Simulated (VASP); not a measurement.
# CdGeAs2 (I-42d) in VASP: notebook

CdGeAs2 is run at these levels: PBE; tasks: single point.

All numbers are computed with VASP 6.6.1; they aren't measurements. Logs are shortened: lines on timing, memory, paths and dates and some standing lists are left out, and cuts for length are marked.

## Step 1: The cell of the first run

Symmetry: I-42d, No. 122, tetragonal system. Conventional cell: a = 5.801 Å, b = 5.801 Å, c = 10.965 Å, α = 90.00°, β = 90.00°, γ = 90.00°. Within 3.4 Å of Cd (site symmetry -4) lie 4 As at 2.56 Å. Within 3.1 Å of Ge (site symmetry -4) lie 4 As at 2.38 Å. Within 3.1 Å of As (site symmetry 2) lie 2 Ge at 2.38 Å and 2 Cd at 2.56 Å.

## Step 2: Single point, PBE (strain -3.0%)

Contents of INCAR:

```
PREC = Accurate ; ENCUT = 520
EDIFF = 1E-6 ; ISMEAR = -1
SIGMA = 0.02 ; LREAL = F
LASPH = T ; NELM = 100
ALGO = Normal ; ISIF = 2
LWAVE = F ; LCHARG = F
GGA = PE ; NBANDS = 46
```

Contents of KPOINTS:

```
Automatic mesh
0
Gamma
  6 6 6
```

Contents of POSCAR:

```
CdGeAs2
1.0
   -2.9004016783      2.9004016783      5.4823514779
    2.9004016783     -2.9004016783      5.4823514779
    2.9004016783      2.9004016783     -5.4823514779
Cd Ge As
2 2 4
Direct
    0.2500000000      0.7500000000      0.5000000000
    0.5000000000      0.5000000000      0.0000000000
    0.0000000000      0.0000000000      0.0000000000
    0.7500000000      0.2500000000      0.5000000000
    0.8750000000      0.3475095329      0.9725095329
    0.6524904671      0.6250000000      0.5274904671
    0.3750000000      0.9024904671      0.0274904671
    0.0975095329      0.1250000000      0.4725095329
```

Potentials or basis: VASP PAW PBE potentials, release 64 (Cd, Ge_d, As).

Launch:

```sh
$ cat potpaw_PBE.64/Cd/POTCAR potpaw_PBE.64/Ge_d/POTCAR potpaw_PBE.64/As/POTCAR > POTCAR
$ mpirun -np 1 vasp_std > vasp.out
```

OUTCAR:

```text
PREC = Accurate
   ENCUT = 520
   EDIFF = 1E-6
   ISMEAR = -1
   LREAL = F
   LASPH = T
   NELM = 100
   ISIF = 2
   GGA = PE

 ion  position               nearest neighbor table
   1  0.250  0.750  0.500-   7 2.56   6 2.56   8 2.56   5 2.56
   2  0.500  0.500  0.000-   6 2.56   5 2.56   7 2.56   8 2.56
   3  0.000  0.000  0.000-   5 2.38   7 2.38   8 2.38   6 2.38
   4  0.750  0.250  0.500-   8 2.38   6 2.38   5 2.38   7 2.38
   5  0.875  0.348  0.973-   3 2.38   4 2.38   1 2.56   2 2.56
   6  0.652  0.625  0.527-   4 2.38   3 2.38   1 2.56   2 2.56
   7  0.375  0.902  0.027-   3 2.38   4 2.38   2 2.56   1 2.56
   8  0.098  0.125  0.473-   4 2.38   3 2.38   2 2.56   1 2.56

  LATTYP: Found a body centered tetragonal cell.
 ALAT       =     5.8008033566
 C/A-ratio  =     1.8902042151

  Lattice vectors:

 A1 = (  -2.9004016783,   2.9004016783,   5.4823514779)
 A2 = (   2.9004016783,  -2.9004016783,   5.4823514779)
 A3 = (   2.9004016783,   2.9004016783,  -5.4823514779)

Analysis of symmetry for initial positions (statically):
=====================================================================
 Subroutine PRICEL returns:
 Original cell was already a primitive cell.

 Routine SETGRP: Setting up the symmetry group for a
 body centered tetragonal supercell.

 Subroutine GETGRP returns: Found  8 space group operations
 (whereof  4 operations were pure point group operations)
 out of a pool of 16 trial point group operations.

The static configuration has the point symmetry S_4 .
 The point group associated with its full space group is D_2d.

Analysis of symmetry for dynamics (positions and initial velocities):
=====================================================================
 Subroutine PRICEL returns:
 Original cell was already a primitive cell.

 Routine SETGRP: Setting up the symmetry group for a
 body centered tetragonal supercell.

 Subroutine GETGRP returns: Found  8 space group operations
 (whereof  4 operations were pure point group operations)
 out of a pool of 16 trial point group operations.

The dynamic configuration has the point symmetry S_4 .
 The point group associated with its full space group is D_2d.

 Subroutine INISYM returns: Found  8 space group operations
 (whereof  4 operations are pure point group operations),
 and found     1 'primitive' translations

----------------------------------------------------------------------------------------

                                     Primitive cell

  volume of cell :     184.4774

  direct lattice vectors                    reciprocal lattice vectors
    -2.900401678  2.900401678  5.482351478     0.000000000  0.172389915  0.091201741
     2.900401678 -2.900401678  5.482351478     0.172389915  0.000000000  0.091201741
     2.900401678  2.900401678 -5.482351478     0.172389915  0.172389915  0.000000000

  length of vectors
     6.846958268  6.846958268  6.846958268     0.195028307  0.195028307  0.243796156

  position of ions in fractional coordinates (direct lattice)
     0.250000000  0.750000000  0.500000000
     0.500000000  0.500000000  0.000000000
     0.000000000  0.000000000  0.000000000
     0.750000000  0.250000000  0.500000000
     0.875000000  0.347509533  0.972509533
     0.652490467  0.625000000  0.527490467
     0.375000000  0.902490467  0.027490467
     0.097509533  0.125000000  0.472509533

  ion indices of the primitive-cell ions
   primitive index   ion index
                 1           1
                 2           2
                 3           3
                 4           4
                 5           5
                 6           6
                 7           7
                 8           8

----------------------------------------------------------------------------------------

 KPOINTS: Automatic mesh

Automatic generation of k-mesh.
 Grid dimensions read from file:
 generate k-points for:    6    6    6

 Generating k-lattice:

  Cartesian coordinates                     Fractional coordinates (reciprocal lattice)
     0.000000000  0.028731653  0.015200290     0.166666667  0.000000000  0.000000000
     0.028731653  0.000000000  0.015200290     0.000000000  0.166666667  0.000000000
     0.028731653  0.028731653  0.000000000     0.000000000  0.000000000  0.166666667

  Length of vectors
     0.032504718  0.032504718  0.040632693

  Shift w.r.t. Gamma in fractional coordinates (k-lattice)
     0.000000000  0.000000000  0.000000000

 Subroutine IBZKPT returns following result:
 ===========================================

 Found     30 irreducible k-points:

 Following reciprocal coordinates:
            Coordinates               Weight
  0.000000  0.000000  0.000000      1.000000
  0.166667  0.000000  0.000000      8.000000
  0.333333 -0.000000  0.000000      8.000000
  0.500000  0.000000  0.000000      4.000000
  0.166667  0.166667  0.000000      8.000000
  0.333333  0.166667  0.000000     16.000000
[... 16 lines left out ...]
 -0.333333 -0.333333  0.166667      8.000000
 -0.166667 -0.333333  0.166667      8.000000
 [... further k-points ...]
   k-points           NKPTS =     30   k-points in BZ     NKDIM =     30   number of bands    NBANDS=     46
   number of dos      NEDOS =    301   number of ions     NIONS =      8
   total plane-waves  NPLWV = 157464
   dimension x,y,z NGX =    54 NGY =   54 NGZ =   54
   dimension x,y,z NGXF=   108 NGYF=  108 NGZF=  108
   ions per type =               2   2   4
   NGX,Y,Z   is equivalent  to a cutoff of  13.11, 13.11, 13.11 a.u.
   NGXF,Y,Z  is equivalent  to a cutoff of  26.22, 26.22, 26.22 a.u.
 SYSTEM =  unknown system
   PREC   = accura    normal or accurate (medium, high low for compatibility)
   ISTART =      0    job   : 0-new  1-cont  2-samecut
   ICHARG =      2    charge: 1-file 2-atom 10-const
   ISPIN  =      1    spin polarized calculation?
   LNONCOLLINEAR =      F non collinear calculations
   LSORBIT =      F    spin-orbit coupling
   LASPH  =      T    aspherical Exc in radial PAW
   ENCUT  =  520.0 eV  38.22 Ry    6.18 a.u.  12.73 12.73 12.73*2*pi/ulx,y,z
   NELM   =    100;   NELMIN=  2; NELMDL= -5     # of ELM steps
   EDIFF  = 0.1E-05   stopping-criterion for ELM
   LREAL  =      F    real-space projection
   EDIFFG = 0.1E-04   stopping-criterion for IOM
   NSW    =      0    number of steps for IOM
   IBRION =     -1    ionic relax: 0-MD 1-quasi-New 2-CG
   NFREE  =      0    steps in history (QN), initial steepest desc. (CG)
   ISIF   =      2    stress and relaxation
   ISYM   =      2    0-nonsym 1-usesym 2-fastsym
   POTIM  = 0.5000    time-step for ionic-motion
   TEBEG  =    0.0;   TEEND  =   0.0 temperature during run
   PSTRESS=    0.0 pullay stress
   NELECT =      72.0000    total number of electrons
   NUPDOWN=      -1.0000    fix difference up-down
   EMIN   =  10.00;   EMAX   =-10.00  energy-range for DOS
   EFERMI =   0.00;   METHOD = LEGACY
   ISMEAR =    -1;   SIGMA  =   0.02  broadening in eV -4-tet -1-fermi 0-gaus
   EFERMI_NEDOS =   21; number of points for ismear=-14 and -15
   IALGO  =     38    algorithm
   IMIX   =      4    mixing-type and parameters
     AMIX     =   0.40;   BMIX     =  1.00
     AMIX_MAG =   1.60;   BMIX_MAG =  1.00
  volume/ion in A,a.u.               =      23.06       155.61
  Fermi-wavevector in a.u.,A,eV,Ry     =   1.196386  2.260841 19.474551  1.431339
  Thomas-Fermi vector in A             =   2.332327
   LORBIT       =      0    0 simple, 1 ext, 2 COOP (PROOUT), +10 PAW based schemes
   GGA     = PE    functional components
   LHFCALC =     F    Hartree Fock is set to
   AEXX    =    0.0000 exact exchange contribution
   IVDW    =     0    specifies the selected vdW correction
   LEPSILON=     F    determine dielectric tensor
   LRPA    =     F    only Hartree local field effects (RPA)
 non-spin polarized calculation
  energy-cutoff  :      520.00
  volume of cell :      184.48
 maximum number of plane-waves:      4984
 NGX is ok and might be reduce to    54
   NGX = 25   NGY = 25   NGZ = 25

 number of electron      71.9999994 magnetization

 Free energy of the ion-electron system (eV)
  ---------------------------------------------------
  ext. energy  EPLUGINS =         0.00000000
  ---------------------------------------------------
  free energy    TOTEN  =       -29.26673836 eV

  energy without entropy =      -29.26672890  energy(sigma->0) =      -29.26673363

 E-fermi :   3.9967     XC(G=0):  -9.7387

 val. band max:        3.8858142450   @ k =   0.0000   0.0000   0.0000
 cond. band min:       4.1075381468   @ k =   0.0000   0.0000   0.0000
 fundamental gap:      0.2217239018
 Fermi energy:         3.9966772737

 k-point     1 :       0.0000    0.0000    0.0000
  band No.  band energies     occupation
      1     -21.2375      2.00000
      2     -21.2375      2.00000
      3     -21.2367      2.00000
      4     -21.2308      2.00000
      5     -21.2274      2.00000
      6     -21.2274      2.00000
[... 38 lines left out ...]
     45       8.7760      0.00000
     46       8.8255      0.00000

 k-point     2 :       0.1667    0.0000    0.0000
  band No.  band energies     occupation
      1     -21.2377      2.00000
      2     -21.2371      2.00000
      3     -21.2365      2.00000
      4     -21.2309      2.00000
      5     -21.2279      2.00000
      6     -21.2272      2.00000
[... 38 lines left out ...]
     45       8.7101      0.00000
     46       9.1424      0.00000

 k-point     3 :       0.3333   -0.0000    0.0000
  band No.  band energies     occupation
      1     -21.2380      2.00000
      2     -21.2367      2.00000
      3     -21.2358      2.00000
      4     -21.2310      2.00000
      5     -21.2292      2.00000
      6     -21.2270      2.00000
[... 38 lines left out ...]
     45       8.7757      0.00000
     46       9.4649      0.00000

 k-point     4 :       0.5000    0.0000    0.0000
  band No.  band energies     occupation
      1     -21.2381      2.00000
      2     -21.2367      2.00000
      3     -21.2351      2.00000
      4     -21.2308      2.00000
      5     -21.2302      2.00000
      6     -21.2268      2.00000
[... 920 lines left out ...]
     45       8.7253      0.00000
     46       8.9532      0.00000

 k-point    23 :      -0.3333   -0.3333    0.1667
  band No.  band energies     occupation
      1     -21.2380      2.00000
      2     -21.2378      2.00000
      3     -21.2351      2.00000
      4     -21.2321      2.00000
      5     -21.2273      2.00000
      6     -21.2271      2.00000
[... 38 lines left out ...]
     45       8.7106      0.00000
     46       9.2475      0.00000

 k-point    24 :      -0.1667   -0.3333    0.1667
  band No.  band energies     occupation
      1     -21.2380      2.00000
      2     -21.2376      2.00000
      3     -21.2358      2.00000
      4     -21.2316      2.00000
      5     -21.2275      2.00000
      6     -21.2269      2.00000
[... 38 lines left out ...]
     45       8.3061      0.00000
     46       8.8878      0.00000

 [... further k-points ...]
[... 5 lines left out ...]
  --------------------------------------------------------------------------------------
  -------------------------------------------------------------------------------------
  Total       11.1774748     11.1774748     10.7719548      0.0000000      0.0000000      0.0000000
  in kB       97.0758316     97.0758316     93.5539096      0.0000000      0.0000000      0.0000000
  external PRESSURE =      95.9018576 kB  Pullay stress =       0.0000000 kB

 VOLUME and BASIS-vectors are now :
 -----------------------------------------------------------------------------
  energy-cutoff  :      520.00
  volume of cell :      184.48
      direct lattice vectors                 reciprocal lattice vectors
    -2.900401678  2.900401678  5.482351478     0.000000000  0.172389915  0.091201741
     2.900401678 -2.900401678  5.482351478     0.172389915  0.000000000  0.091201741
     2.900401678  2.900401678 -5.482351478     0.172389915  0.172389915  0.000000000

 POSITION                                       TOTAL-FORCE (eV/Angst)
 -----------------------------------------------------------------------------------
      2.90040     -0.00000      2.74118         0.000000     -0.000000     -0.000000
      0.00000      0.00000      5.48235         0.000000      0.000000      0.000000
      0.00000      0.00000      0.00000         0.000000     -0.000000     -0.000000
     -0.00000      2.90040      2.74118         0.000000      0.000000      0.000000
      1.29073      4.35060      1.37059         0.136631      0.000000     -0.000000
      1.45020      1.60967      4.11176         0.000000     -0.136631      0.000000
      1.60967     -1.45020      6.85294        -0.136631     -0.000000      0.000000
      1.45020      1.29073     -1.37059         0.000000      0.136631     -0.000000
 -----------------------------------------------------------------------------------
    total drift:                               -0.000005     -0.000005     -0.000003

  FREE ENERGIE OF THE ION-ELECTRON SYSTEM (eV)
  ---------------------------------------------------
  free  energy   TOTEN  =       -29.2667383551 eV

  energy  without entropy=      -29.2667289019  energy(sigma->0) =      -29.26673363
```

Wall time 8.2 min (1 thread of Intel Xeon Platinum 8259CL at 2.50GHz (Skylake/Cascade Lake), shared host); peak memory 0.51 GiB.

What came out:

```
Free energy            : -29.2667 eV
Pressure               : 9.6 GPa
Largest force          : 0.137 eV/Å
Band gap on the k mesh : 0.22 eV, direct
```

Forces on the atoms (eV/Å):
```
Cd   0.000  0.000  0.000
Cd   0.000  0.000  0.000
Ge   0.000  0.000  0.000
Ge   0.000  0.000  0.000
As   0.137  0.000  0.000
As   0.000 -0.137  0.000
As  -0.137  0.000  0.000
As   0.000  0.137  0.000
```

Levels at points of the mesh, in eV from the valence-band top:
| k point | band 34 | band 35 | band 36 | band 37 | band 38 | band 39 |
| --- | --- | --- | --- | --- | --- | --- |
| (0.00, 0.00, 0.00) | -0.24 | -0.24 | 0.00 | 0.22 | 1.07 | 1.62 |
| (0.50, 0.00, 0.00) | -1.84 | -1.50 | -0.89 | 1.98 | 2.07 | 2.64 |
| (0.50, 0.50, 0.00) | -1.31 | -0.76 | -0.76 | 0.78 | 0.78 | 2.55 |
| (0.50, 0.50, 0.50) | -2.15 | -1.26 | -1.26 | 1.29 | 1.29 | 1.46 |

Caveat: the cell differs from its parent crystal (strain -3.0%).

(Continued in part 2 of 2.)
